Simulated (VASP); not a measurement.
# CsH (Pm-3m) in VASP: notebook

The runs below take CsH through single point, with LDA.

All numbers are computed with VASP 6.6.1; they aren't measurements. Logs are shortened: lines on timing, memory, paths and dates and some standing lists are left out, and cuts for length are marked.

## (1) The cell of the first run

The structure is cubic, space group Pm-3m (No. 221). The conventional cell has a = 3.818 Å, b = 3.818 Å, c = 3.818 Å, α = 90.00°, β = 90.00°, γ = 90.00°. Within 4.3 Å of Cs (site symmetry m-3m) lie 8 H at 3.31 Å and 6 Cs at 3.82 Å. Within 4.3 Å of H (site symmetry m-3m) lie 8 Cs at 3.31 Å and 6 H at 3.82 Å.

## (2) Single point, LDA

Contents of INCAR:

```
SYSTEM = CsH
PREC = Accurate
ENCUT = 520
EDIFF = 1E-6
ISMEAR = 0
SIGMA = 0.05
LREAL = .FALSE.
LASPH = .TRUE.
NELM = 80
ALGO = Normal
ISIF = 2
LWAVE = .FALSE.
LCHARG = .TRUE.
GGA = CA
LELF = .TRUE.
LVHAR = .TRUE.
NBANDS = 12
```

Contents of KPOINTS:

```
regular mesh
0
G
  8 8 8
  0 0 0
```

Contents of POSCAR:

```
CsH
1.0
    3.8184085400      0.0000000000      0.0000000000
    0.0000000000      3.8184085400      0.0000000000
    0.0000000000      0.0000000000      3.8184085400
Cs H
1 1
Direct
    0.0000000000      0.0000000000      0.0000000000
    0.5000000000      0.5000000000      0.5000000000
```

Potentials or basis: VASP PAW LDA potentials, release 64 (Cs_sv, H).

Started as:

```bash
cat potpaw_LDA.64/Cs_sv/POTCAR potpaw_LDA.64/H/POTCAR > POTCAR
mpirun -np 1 vasp_std > vasp.out
```

OUTCAR:

```text
SYSTEM = CsH
   PREC = Accurate
   ENCUT = 520
   EDIFF = 1E-6
   ISMEAR = 0
   LREAL = .FALSE.
   LASPH = .TRUE.
   NELM = 80
   ISIF = 2
   GGA = CA

 ion  position               nearest neighbor table
   1  0.000  0.000  0.000-
   2  0.500  0.500  0.500-

  LATTYP: Found a simple cubic cell.
 ALAT       =     3.8184085400

  Lattice vectors:

 A1 = (   3.8184085400,   0.0000000000,   0.0000000000)
 A2 = (   0.0000000000,   3.8184085400,   0.0000000000)
 A3 = (   0.0000000000,   0.0000000000,   3.8184085400)

Analysis of symmetry for initial positions (statically):
=====================================================================
 Subroutine PRICEL returns:
 Original cell was already a primitive cell.

 Routine SETGRP: Setting up the symmetry group for a
 simple cubic supercell.

 Subroutine GETGRP returns: Found 48 space group operations
 (whereof 48 operations were pure point group operations)
 out of a pool of 48 trial point group operations.

The static configuration has the point symmetry O_h .

Analysis of symmetry for dynamics (positions and initial velocities):
=====================================================================
 Subroutine PRICEL returns:
 Original cell was already a primitive cell.

 Routine SETGRP: Setting up the symmetry group for a
 simple cubic supercell.

 Subroutine GETGRP returns: Found 48 space group operations
 (whereof 48 operations were pure point group operations)
 out of a pool of 48 trial point group operations.

The dynamic configuration has the point symmetry O_h .

 Subroutine INISYM returns: Found 48 space group operations
 (whereof 48 operations are pure point group operations),
 and found     1 'primitive' translations

----------------------------------------------------------------------------------------

                                     Primitive cell

  volume of cell :      55.6733

  direct lattice vectors                    reciprocal lattice vectors
     3.818408540  0.000000000  0.000000000     0.261889211  0.000000000  0.000000000
     0.000000000  3.818408540  0.000000000     0.000000000  0.261889211  0.000000000
     0.000000000  0.000000000  3.818408540     0.000000000  0.000000000  0.261889211

  length of vectors
     3.818408540  3.818408540  3.818408540     0.261889211  0.261889211  0.261889211

  position of ions in fractional coordinates (direct lattice)
     0.000000000  0.000000000  0.000000000
     0.500000000  0.500000000  0.500000000

  ion indices of the primitive-cell ions
   primitive index   ion index
                 1           1
                 2           2

----------------------------------------------------------------------------------------

 KPOINTS: regular mesh

Automatic generation of k-mesh.
 Grid dimensions read from file:
 generate k-points for:    8    8    8

 Generating k-lattice:

  Cartesian coordinates                     Fractional coordinates (reciprocal lattice)
     0.032736151  0.000000000  0.000000000     0.125000000  0.000000000  0.000000000
     0.000000000  0.032736151  0.000000000     0.000000000  0.125000000  0.000000000
     0.000000000  0.000000000  0.032736151     0.000000000  0.000000000  0.125000000

  Length of vectors
     0.032736151  0.032736151  0.032736151

  Shift w.r.t. Gamma in fractional coordinates (k-lattice)
     0.000000000  0.000000000  0.000000000

 Subroutine IBZKPT returns following result:
 ===========================================

 Found     35 irreducible k-points:

 Following reciprocal coordinates:
            Coordinates               Weight
  0.000000  0.000000  0.000000      1.000000
  0.125000  0.000000  0.000000      6.000000
  0.250000  0.000000  0.000000      6.000000
  0.375000  0.000000  0.000000      6.000000
  0.500000  0.000000  0.000000      3.000000
  0.125000  0.125000  0.000000     12.000000
[... 16 lines left out ...]
  0.375000  0.375000  0.125000     24.000000
  0.500000  0.375000  0.125000     24.000000
 [... further k-points ...]
   k-points           NKPTS =     35   k-points in BZ     NKDIM =     35   number of bands    NBANDS=     12
   number of dos      NEDOS =    301   number of ions     NIONS =      2
   total plane-waves  NPLWV =  21952
   dimension x,y,z NGX =    28 NGY =   28 NGZ =   28
   dimension x,y,z NGXF=    56 NGYF=   56 NGZF=   56
   ions per type =               1   1
   NGX,Y,Z   is equivalent  to a cutoff of  12.19, 12.19, 12.19 a.u.
   NGXF,Y,Z  is equivalent  to a cutoff of  24.38, 24.38, 24.38 a.u.
 SYSTEM =  CsH
   PREC   = accura    normal or accurate (medium, high low for compatibility)
   ISTART =      0    job   : 0-new  1-cont  2-samecut
   ICHARG =      2    charge: 1-file 2-atom 10-const
   ISPIN  =      1    spin polarized calculation?
   LNONCOLLINEAR =      F non collinear calculations
   LSORBIT =      F    spin-orbit coupling
   LASPH  =      T    aspherical Exc in radial PAW
   ENCUT  =  520.0 eV  38.22 Ry    6.18 a.u.   7.10  7.10  7.10*2*pi/ulx,y,z
   NELM   =     80;   NELMIN=  2; NELMDL= -5     # of ELM steps
   EDIFF  = 0.1E-05   stopping-criterion for ELM
   LREAL  =      F    real-space projection
   EDIFFG = 0.1E-04   stopping-criterion for IOM
   NSW    =      0    number of steps for IOM
   IBRION =     -1    ionic relax: 0-MD 1-quasi-New 2-CG
   NFREE  =      0    steps in history (QN), initial steepest desc. (CG)
   ISIF   =      2    stress and relaxation
   ISYM   =      2    0-nonsym 1-usesym 2-fastsym
   POTIM  = 0.5000    time-step for ionic-motion
   TEBEG  =    0.0;   TEEND  =   0.0 temperature during run
   PSTRESS=    0.0 pullay stress
   NELECT =      10.0000    total number of electrons
   NUPDOWN=      -1.0000    fix difference up-down
   EMIN   =  10.00;   EMAX   =-10.00  energy-range for DOS
   EFERMI =   0.00;   METHOD = LEGACY
   ISMEAR =     0;   SIGMA  =   0.05  broadening in eV -4-tet -1-fermi 0-gaus
   EFERMI_NEDOS =   21; number of points for ismear=-14 and -15
   IALGO  =     38    algorithm
   IMIX   =      4    mixing-type and parameters
     AMIX     =   0.40;   BMIX     =  1.00
     AMIX_MAG =   1.60;   BMIX_MAG =  1.00
  volume/ion in A,a.u.               =      27.84       187.85
  Fermi-wavevector in a.u.,A,eV,Ry     =   0.923689  1.745519 11.608509  0.853201
  Thomas-Fermi vector in A             =   2.049353
   LORBIT       =      0    0 simple, 1 ext, 2 COOP (PROOUT), +10 PAW based schemes
   GGA     = CA    functional components
   LHFCALC =     F    Hartree Fock is set to
   AEXX    =    0.0000 exact exchange contribution
   IVDW    =     0    specifies the selected vdW correction
   LEPSILON=     F    determine dielectric tensor
   LRPA    =     F    only Hartree local field effects (RPA)
 non-spin polarized calculation
 Gauss-broadening in eV      SIGMA  =   0.05
  energy-cutoff  :      520.00
  volume of cell :       55.67
 maximum number of plane-waves:      1516
   NGX = 15   NGY = 15   NGZ = 15

 number of electron      10.0000000 magnetization

 Free energy of the ion-electron system (eV)
  ---------------------------------------------------
  ext. energy  EPLUGINS =         0.00000000
  ---------------------------------------------------
  free energy    TOTEN  =        -4.90550794 eV

  energy without entropy =       -4.90550794  energy(sigma->0) =       -4.90550794

 E-fermi :   0.9127     XC(G=0):  -8.1907

 val. band max:        0.6716533095   @ k =   0.5000   0.5000   0.5000
 cond. band min:       2.9399576923   @ k =   0.5000   0.0000   0.0000
 fundamental gap:      2.2683043828
 Fermi energy:         0.9127263997

 k-point     1 :       0.0000    0.0000    0.0000
  band No.  band energies     occupation
      1     -21.2057      2.00000
      2      -7.2654      2.00000
      3      -7.2654      2.00000
      4      -7.2654      2.00000
      5      -1.4674      2.00000
      6       3.7234      0.00000
      7       3.7234      0.00000
      8       7.6298      0.00000
      9       9.9463      0.00000
     10       9.9463      0.00000
     11       9.9463      0.00000
     12      10.7806      0.00000

 k-point     2 :       0.1250    0.0000    0.0000
  band No.  band energies     occupation
      1     -21.1829      2.00000
      2      -7.5454      2.00000
      3      -7.2426      2.00000
      4      -7.2426      2.00000
      5      -1.2165      2.00000
      6       3.8182      0.00000
      7       4.0377      0.00000
      8       7.2058      0.00000
      9       8.8235      0.00000
     10       8.8235      0.00000
     11      10.0057      0.00000
     12      11.1914      0.00000

 k-point     3 :       0.2500    0.0000    0.0000
  band No.  band energies     occupation
      1     -21.1272      2.00000
      2      -8.1342      2.00000
      3      -7.1864      2.00000
      4      -7.1864      2.00000
      5      -0.6343      2.00000
      6       4.0722      0.00000
      7       4.1628      0.00000
      8       7.3667      0.00000
      9       7.6122      0.00000
     10       7.6122      0.00000
     11      10.1575      0.00000
     12      11.6478      0.00000
[... 286 lines left out ...]
 k-point    23 :       0.3750    0.3750    0.1250
  band No.  band energies     occupation
      1     -20.9192      2.00000
      2      -8.3690      2.00000
      3      -8.3211      2.00000
      4      -7.2300      2.00000
      5      -0.3123      2.00000
      6       4.5928      0.00000
      7       5.7946      0.00000
      8       5.8064      0.00000
      9       7.3415      0.00000
     10       8.3140      0.00000
     11       8.4456      0.00000
     12      11.3441      0.00000

 k-point    24 :       0.5000    0.3750    0.1250
  band No.  band energies     occupation
      1     -20.8962      2.00000
      2      -8.5242      2.00000
      3      -8.2983      2.00000
      4      -7.2045      2.00000
      5      -0.4091      2.00000
      6       4.9515      0.00000
      7       5.2335      0.00000
      8       6.1147      0.00000
      9       6.8756      0.00000
     10       8.5178      0.00000
     11       8.9920      0.00000
     12      11.6418      0.00000

 [... further k-points ...]
[... 5 lines left out ...]
  --------------------------------------------------------------------------------------
  -------------------------------------------------------------------------------------
  Total       -0.6569002     -0.6569002     -0.6569002      0.0000000      0.0000000     -0.0000000
  in kB      -18.9043971    -18.9043971    -18.9043971      0.0000000      0.0000000     -0.0000000
  external PRESSURE =     -18.9043971 kB  Pullay stress =       0.0000000 kB

 VOLUME and BASIS-vectors are now :
 -----------------------------------------------------------------------------
  energy-cutoff  :      520.00
  volume of cell :       55.67
      direct lattice vectors                 reciprocal lattice vectors
     3.818408540  0.000000000  0.000000000     0.261889211  0.000000000  0.000000000
     0.000000000  3.818408540  0.000000000     0.000000000  0.261889211  0.000000000
     0.000000000  0.000000000  3.818408540     0.000000000  0.000000000  0.261889211

 POSITION                                       TOTAL-FORCE (eV/Angst)
 -----------------------------------------------------------------------------------
      0.00000      0.00000      0.00000         0.000000      0.000000      0.000000
      1.90920      1.90920      1.90920         0.000000      0.000000      0.000000
 -----------------------------------------------------------------------------------
    total drift:                                0.000000      0.000000     -0.000000

  FREE ENERGIE OF THE ION-ELECTRON SYSTEM (eV)
  ---------------------------------------------------
  free  energy   TOTEN  =        -4.9055079387 eV

  energy  without entropy=       -4.9055079387  energy(sigma->0) =       -4.90550794
```

It took 11 s on 1 thread of Intel Xeon Platinum 8259CL at 2.50GHz (Skylake/Cascade Lake), shared host; peak memory 0.15 GiB.

Results:

```yaml
Free_energy: -4.9055 eV
Pressure: -1.9 GPa
Band_gap_on_the_k_mesh: 2.27 eV, indirect (least direct gap 2.44 eV)
```

Caveat: spin-orbit coupling is left out, which moves the levels of the heavy elements. A k mesh can miss the band edges.

## (3) Single point, LDA

Contents of INCAR:

```
  PREC = Accurate
  ENCUT = 520
  EDIFF = 1E-6
  ISMEAR = 0
  SIGMA = 0.05
  LREAL = False
  LASPH = True
  NELM = 80
  ALGO = Normal
  ISIF = 2
  LWAVE = False
  LCHARG = False
  NBANDS = 12
```

Contents of KPOINTS:

```
Automatic mesh
0
Gamma
  8 8 8
```

POSCAR is that of step 2.

Potentials or basis: VASP PAW LDA potentials, release 64 (Cs_sv, H).

Started as:

```bash
cat potpaw_LDA.64/Cs_sv/POTCAR potpaw_LDA.64/H/POTCAR > POTCAR
mpirun -np 1 vasp_std > vasp.out
```

OUTCAR:

```text
PREC = Accurate
   ENCUT = 520
   EDIFF = 1E-6
   ISMEAR = 0
   LREAL = False
   LASPH = True
   NELM = 80
   ISIF = 2

 ion  position               nearest neighbor table
   1  0.000  0.000  0.000-
   2  0.500  0.500  0.500-

  LATTYP: Found a simple cubic cell.
 ALAT       =     3.8184085400

  Lattice vectors:

 A1 = (   3.8184085400,   0.0000000000,   0.0000000000)
 A2 = (   0.0000000000,   3.8184085400,   0.0000000000)
 A3 = (   0.0000000000,   0.0000000000,   3.8184085400)

Analysis of symmetry for initial positions (statically):
=====================================================================
 Subroutine PRICEL returns:
 Original cell was already a primitive cell.

 Routine SETGRP: Setting up the symmetry group for a
 simple cubic supercell.

 Subroutine GETGRP returns: Found 48 space group operations
 (whereof 48 operations were pure point group operations)
 out of a pool of 48 trial point group operations.

The static configuration has the point symmetry O_h .

Analysis of symmetry for dynamics (positions and initial velocities):
=====================================================================
 Subroutine PRICEL returns:
 Original cell was already a primitive cell.

 Routine SETGRP: Setting up the symmetry group for a
 simple cubic supercell.

 Subroutine GETGRP returns: Found 48 space group operations
 (whereof 48 operations were pure point group operations)
 out of a pool of 48 trial point group operations.

The dynamic configuration has the point symmetry O_h .

 Subroutine INISYM returns: Found 48 space group operations
 (whereof 48 operations are pure point group operations),
 and found     1 'primitive' translations

----------------------------------------------------------------------------------------

                                     Primitive cell

  volume of cell :      55.6733

  direct lattice vectors                    reciprocal lattice vectors
[... 109 lines left out ...]
  Fermi-wavevector in a.u.,A,eV,Ry     =   0.923689  1.745519 11.608509  0.853201
  Thomas-Fermi vector in A             =   2.049353
   LORBIT       =      0    0 simple, 1 ext, 2 COOP (PROOUT), +10 PAW based schemes
   GGA     = CA    functional components
   LHFCALC =     F    Hartree Fock is set to
   AEXX    =    0.0000 exact exchange contribution
   IVDW    =     0    specifies the selected vdW correction
   LEPSILON=     F    determine dielectric tensor
   LRPA    =     F    only Hartree local field effects (RPA)
 non-spin polarized calculation
 Gauss-broadening in eV      SIGMA  =   0.05
  energy-cutoff  :      520.00
  volume of cell :       55.67
 maximum number of plane-waves:      1516
   NGX = 15   NGY = 15   NGZ = 15

 number of electron      10.0000000 magnetization

 Free energy of the ion-electron system (eV)
  ---------------------------------------------------
  ext. energy  EPLUGINS =         0.00000000
  ---------------------------------------------------
  free energy    TOTEN  =        -4.90550794 eV

  energy without entropy =       -4.90550794  energy(sigma->0) =       -4.90550794

 E-fermi :   0.9127     XC(G=0):  -8.1907

 val. band max:        0.6716533095   @ k =   0.5000   0.5000   0.5000
 cond. band min:       2.9399576923   @ k =   0.5000   0.0000   0.0000
 fundamental gap:      2.2683043828
 Fermi energy:         0.9127263997

 k-point     1 :       0.0000    0.0000    0.0000
  band No.  band energies     occupation
      1     -21.2057      2.00000
      2      -7.2654      2.00000
      3      -7.2654      2.00000
      4      -7.2654      2.00000
      5      -1.4674      2.00000
      6       3.7234      0.00000
      7       3.7234      0.00000
      8       7.6298      0.00000
      9       9.9463      0.00000
     10       9.9463      0.00000
     11       9.9463      0.00000
     12      10.7806      0.00000
[... 331 lines left out ...]
 k-point    24 :       0.5000    0.3750    0.1250
  band No.  band energies     occupation
      1     -20.8962      2.00000
      2      -8.5242      2.00000
      3      -8.2983      2.00000
      4      -7.2045      2.00000
      5      -0.4091      2.00000
      6       4.9515      0.00000
      7       5.2335      0.00000
      8       6.1147      0.00000
      9       6.8756      0.00000
     10       8.5178      0.00000
     11       8.9920      0.00000
     12      11.6418      0.00000

 [... further k-points ...]
[... 5 lines left out ...]
  --------------------------------------------------------------------------------------
  -------------------------------------------------------------------------------------
  Total       -0.6569002     -0.6569002     -0.6569002      0.0000000      0.0000000     -0.0000000
  in kB      -18.9043971    -18.9043971    -18.9043971      0.0000000      0.0000000     -0.0000000
  external PRESSURE =     -18.9043971 kB  Pullay stress =       0.0000000 kB

 VOLUME and BASIS-vectors are now :
 -----------------------------------------------------------------------------
  energy-cutoff  :      520.00
  volume of cell :       55.67
      direct lattice vectors                 reciprocal lattice vectors
     3.818408540  0.000000000  0.000000000     0.261889211  0.000000000  0.000000000
     0.000000000  3.818408540  0.000000000     0.000000000  0.261889211  0.000000000
     0.000000000  0.000000000  3.818408540     0.000000000  0.000000000  0.261889211

 POSITION                                       TOTAL-FORCE (eV/Angst)
 -----------------------------------------------------------------------------------
      0.00000      0.00000      0.00000         0.000000      0.000000      0.000000
      1.90920      1.90920      1.90920         0.000000      0.000000      0.000000
 -----------------------------------------------------------------------------------
    total drift:                                0.000000      0.000000     -0.000000

  FREE ENERGIE OF THE ION-ELECTRON SYSTEM (eV)
  ---------------------------------------------------
  free  energy   TOTEN  =        -4.9055079387 eV

  energy  without entropy=       -4.9055079387  energy(sigma->0) =       -4.90550794
```

OSZICAR:

```text
N       E                     dE             d eps       ncg     rms          rms(c)
DAV:   1     0.412818340862E+02    0.41282E+02   -0.42338E+03   840   0.698E+02
DAV:   2    -0.265896998276E+01   -0.43941E+02   -0.41534E+02  1072   0.115E+02
DAV:   3    -0.558254973707E+01   -0.29236E+01   -0.29151E+01  1044   0.309E+01
DAV:   4    -0.560288932119E+01   -0.20340E-01   -0.20337E-01   968   0.295E+00
DAV:   5    -0.560295816221E+01   -0.68841E-04   -0.68841E-04  1072   0.184E-01    0.325E+00
DAV:   6    -0.502847762049E+01    0.57448E+00   -0.58382E-01   948   0.266E+00    0.130E+00
DAV:   7    -0.490244362975E+01    0.12603E+00   -0.47141E-01   964   0.230E+00    0.495E-01
DAV:   8    -0.490867945759E+01   -0.62358E-02   -0.45754E-02   916   0.824E-01    0.214E-01
DAV:   9    -0.490547399208E+01    0.32055E-02   -0.62477E-03   956   0.281E-01    0.353E-02
DAV:  10    -0.490550853848E+01   -0.34546E-04   -0.74942E-04   976   0.103E-01    0.203E-02
DAV:  11    -0.490550916306E+01   -0.62458E-06   -0.23016E-05   960   0.164E-02    0.648E-03
DAV:  12    -0.490550789958E+01    0.12635E-05   -0.45788E-06   964   0.764E-03    0.307E-03
DAV:  13    -0.490550793869E+01   -0.39112E-07   -0.33801E-07   524   0.264E-03
   1 F= -.49055079E+01 E0= -.49055079E+01  d E =-.441877E-14
```

stdout:

```text
POSCAR found type information on POSCAR CsH
 POSCAR found :  2 types and       2 ions
 scaLAPACK will be used
 LDA part: xc-table for (Slater(with rela. corr.)+CA(PZ))
 , standard interpolation
 POSCAR, INCAR and KPOINTS ok, starting setup
 FFT: planning ... GRIDC
 FFT: planning ... GRID_SOFT
 FFT: planning ... GRID
 WAVECAR not read
 entering main loop
```

Run time: 12 s. Hardware: 1 thread of Intel Xeon Platinum 8259CL at 2.50GHz (Skylake/Cascade Lake), shared host; peak memory 0.15 GiB.

Results:

* Free energy: -4.9055 eV
* Pressure: -1.9 GPa
* Band gap on the k mesh: 2.27 eV, indirect (least direct gap 2.44 eV)

Caveat: spin-orbit coupling is left out, which moves the levels of the heavy elements. A k mesh can miss the band edges.
